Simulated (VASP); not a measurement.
NiAsRh, 6 atoms in the cell. The structure is tetragonal, space group P4/nmm (No. 129). The conventional cell has a = 3.393 Å, b = 3.393 Å, c = 5.905 Å, α = 90.00°, β = 90.00°, γ = 90.00°. Within 3.0 Å of Ni (site symmetry -4m2) lie 4 As at 2.26 Å and 4 Ni at 2.40 Å and 4 Rh at 2.72 Å. Within 3.0 Å of As (site symmetry 4mm) lie 4 Ni at 2.26 Å and 5 Rh at 2.28 to 2.48 Å. Rh (site symmetry 4mm) has 5 As at 2.28 to 2.48 Å and 4 Ni at 2.72 Å and 4 Rh at 2.91 Å within 3.0 Å. 

| Property | Result |
| --- | --- |
| Program | VASP 6.6.1 |
| Task | relaxation of shape and atoms at fixed volume |
| Functional | PBEsol |
| Potentials or basis | VASP PAW PBE potentials, release 64 (Ni, As, Rh_pv) |
| Cutoff | 600 eV |
| k mesh | 10 × 10 × 6 |
| Occupations | gaussian, width 0.1 eV |
| Spin | no spin polarisation |
| Dipole correction | no |
| Further INCAR settings | ALGO = Fast; EDIFF = 1e-07; IBRION = 2; EDIFFG = -0.01; NSW = 50; ISIF = 4 |

Potentials or basis: VASP PAW PBE potentials, release 64 (Ni, As, Rh_pv).

The run is started by

```sh
$ cat potpaw_PBE.64/Ni/POTCAR potpaw_PBE.64/As/POTCAR potpaw_PBE.64/Rh_pv/POTCAR > POTCAR
$ mpirun -np 1 vasp_std > vasp.out
```

Hardware: 1 thread of Intel(R) Xeon(R) 6975P-C (Granite Rapids), on a shared host.

Problem. How long does it take, and how much memory?

Solution. It took 12 min on 1 thread of Intel(R) Xeon(R) 6975P-C (Granite Rapids), on a shared host, peak memory 0.36 GiB. Counts: scf iterations 62, k points 84, ion steps 7.
